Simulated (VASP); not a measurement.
TaN:

```xyz
2
Lattice="2.9380 0.0000 0.0000 -1.4690 2.5444 0.0000 0.0000 0.0000 2.8830" Properties=species:S:1:pos:R:3 pbc="T T T"
Ta    0.0000    1.6963    1.4415
N     0.0000    0.0000    0.0000
```

Base run:

```yaml
Program: VASP 6.6.1
Functional: r2SCAN
Potentials_or_basis: VASP PAW PBE potentials, release 64 (Ta_pv, N)
Cutoff: 520 eV
k_mesh: 18 × 18 × 16
Occupations: fermi-dirac, width 0.05 eV
Spin: collinear spin, ferromagnetic start
Starting_moments: "[2.0, 0.0] μB"
```

Its results: band gap on the k mesh zero (filled and empty bands overlap); pressure 1.4 GPa; net moment 0.00 μB per cell.

**Question.** The run is repeated on the same cell with these changes: functional from r2SCAN to PBEsol. What comes out?

**Answer.** Band gap on the k mesh zero (filled and empty bands overlap); pressure -4.1 GPa; net moment 0.00 μB per cell.

Caveats: the PAW data sets were made with another functional, which shifts forces and pressure a little; spin-orbit coupling is left out, which moves the levels of the heavy elements.
